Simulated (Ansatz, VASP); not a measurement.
**AlN: VASP beside Ansatz**

POSCAR

```
AlN
1.0
    0.0000000000      2.0222575085      2.0222575085
    2.0222575085      0.0000000000      2.0222575085
    2.0222575085      2.0222575085      0.0000000000
Al N
1 1
Direct
    0.5000000000      0.5000000000      0.5000000000
    0.0000000000      0.0000000000      0.0000000000
```

INCAR.step1

```
PREC     = Accurate       # precision mode
ENCUT    = 660            # plane-wave cutoff, eV
ISMEAR   = 0              # smearing method
SIGMA    = 0.02           # smearing width, eV
LREAL    = F              # projectors in reciprocal space
LASPH    = T              # aspherical terms in the spheres
NELM     = 120            # most SCF steps
NBANDS   = 11             # bands
GGA      = PE             # functional
ALGO     = Normal         # electronic algorithm
EDIFF    = 1E-5           # SCF threshold, eV
LWAVE    = T              # write WAVECAR
LCHARG   = F              # write CHGCAR
GGA_COMPAT= F
```

Contents of INCAR.step2:

```
PREC     = Accurate       # precision mode
ENCUT    = 660            # plane-wave cutoff, eV
EDIFF    = 1E-6           # SCF threshold, eV
ISMEAR   = 0              # smearing method
SIGMA    = 0.02           # smearing width, eV
LREAL    = F              # projectors in reciprocal space
LASPH    = T              # aspherical terms in the spheres
NELM     = 120            # most SCF steps
ALGO     = Normal         # electronic algorithm
ISIF     = 2              # what is computed and relaxed
LWAVE    = F              # write WAVECAR
LCHARG   = F              # write CHGCAR
METAGGA  = R2SCAN         # meta-GGA
LMIXTAU  = T            
NBANDS   = 11             # bands
ISTART   = 1            
GGA_COMPAT= F
```

KPOINTS

```
Automatic mesh
0
Gamma
  10 10 10
```

Input for Ansatz:

```yaml
crystal:
  lattice:
    - [0.0, 2.0222575085, 2.0222575085]
    - [2.0222575085, 0.0, 2.0222575085]
    - [2.0222575085, 2.0222575085, 0.0]
  atoms:
    - { symbol: Al, position: [0.5, 0.5, 0.5] }
    - { symbol: "N", position: [0.0, 0.0, 0.0] }
basis:
  ecutwfc: 500
kpoints:
  mp_grid: { grid: [10, 10, 10] }
hamiltonian:
  xc: r2scan
  pseudopotentials: { kind: paw, azcp: { folder: soft_1 } }
scf:
  occupations: { method: gaussian, width: 0.02 }
output:
  forces: true
  stress: true
  eigenvalues: true
```

Alike in both runs: task single point; functional r2SCAN; k mesh 10 × 10 × 10; occupations gaussian, width 0.02 eV; no spin polarisation.

```csv
,VASP,Ansatz
version,VASP 6.6.1,Ansatz 0.2.0
potentials or method,"VASP PAW PBE potentials, release 64 (Al, N), cutoff 660 eV","scalar-relativistic, plane waves, PAW"
valence electrons in the cell,8,8
```

Ansatz gave:

| Property | Result |
| --- | --- |
| gap on the k mesh at the Fermi level (eV) | 5.46 |
| least direct gap on the mesh (eV) | 6.45 |
| pressure (GPa) | -1.6 |

**Question.** What did VASP give for the same quantities?

**Answer.** gap on the k mesh at the Fermi level (eV): 5.48; least direct gap on the mesh (eV): 6.50; pressure (GPa): -2.1.

VASP's potentials were made for PBE, not for r2SCAN. With one functional, cell and mesh, what is left measures potentials, basis and numerics.
